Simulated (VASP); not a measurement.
Set up this calculation in VASP 6.6.1, as the native input.

- Task: single point
- Functional: PBE
- Potentials or basis: VASP PAW PBE potentials, release 64 (Sb)
- Cutoff: 520 eV
- k mesh: 16 × 16 × 16
- Occupations: gaussian, width 0.15 eV
- Spin: no spin polarisation
- Dipole correction: no
- Further INCAR settings: ALGO = Normal; EDIFF = 1e-06; NBANDS = 8

The structure of Sb lies in POSCAR:

```
Sb
1.0
    3.2032930510      0.0000000000      0.0000000000
    0.0000000000      3.2032930510      0.0000000000
    0.0000000000      0.0000000000      3.0751613290
Sb
1
Direct
    0.0000000000      0.0000000000      0.0000000000
```

This cell differs from its parent crystal: ratio of the length along z to the lengths across it x 0.96, volume and fractional coordinates fixed.

One way to write it, as run:

INCAR

```
SYSTEM = Sb
PREC = Accurate
ENCUT = 520
EDIFF = 1E-6
ISMEAR = 0
SIGMA = 0.15
LREAL = .FALSE.
LASPH = .TRUE.
NELM = 100
ALGO = Normal
ISIF = 2
LWAVE = .FALSE.
LCHARG = .TRUE.
GGA = PE
LELF = .TRUE.
LVHAR = .TRUE.
NBANDS = 8
```

KPOINTS

```
Automatic mesh
0
G
  16 16 16
  0 0 0
```

Potentials or basis: VASP PAW PBE potentials, release 64 (Sb).

Launch:

```sh
$ cat potpaw_PBE.64/Sb/POTCAR > POTCAR
$ mpirun -np 1 vasp_std > vasp.out
```

Results of the run:

* Pressure: -2.3 GPa

Wall time 19 s on 1 thread of Intel(R) Xeon(R) 6975P-C (Granite Rapids), on a shared host, peak memory 0.21 GiB.
